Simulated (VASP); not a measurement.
## Ta4Ga: single point with PBE

The system is Ta4Ga.

```
CELL_PARAMETERS angstrom
-2.75554 2.75554 2.75554
2.75554 -2.75554 2.75554
2.75554 2.75554 -2.75554
ATOMIC_POSITIONS crystal
Ta 0.00000 0.00000 0.50000
Ta 0.00000 0.50000 0.00000
Ta 0.50000 0.00000 0.00000
Ta 0.50000 0.50000 0.50000
Ga 0.00000 0.00000 0.00000
```

```
Program             : VASP 6.6.1
Task                : single point
Functional          : PBE
Potentials or basis : VASP PAW PBE potentials, release 64 (Ta_pv, Ga_d)
Cutoff              : 520 eV
k mesh              : 4 × 4 × 4
Occupations         : gaussian, width 0.1 eV
Spin                : no spin polarisation
```

```
Pressure : 47.6 GPa
```

Levels at points of the mesh, in eV from the Fermi level:
```tsv
k point	band 27	band 28	band 29	band 30	band 31	band 32
(0.00, 0.00, 0.00)	0.61	0.61	0.61	2.32	2.32	2.32
(0.50, 0.00, 0.00)	-0.84	-0.57	-0.17	0.68	1.01	1.04
(0.50, 0.50, 0.50)	-2.24	-0.48	-0.48	1.00	1.00	1.00
```

Wall time 42 s on 1 thread of AMD EPYC 9R45 96-Core Processor (Zen 5), on a shared host, peak memory 0.18 GiB.

Caveat: the k points lie up to 0.40 Å⁻¹ apart; spin-orbit coupling is left out, which moves the levels of the heavy elements.
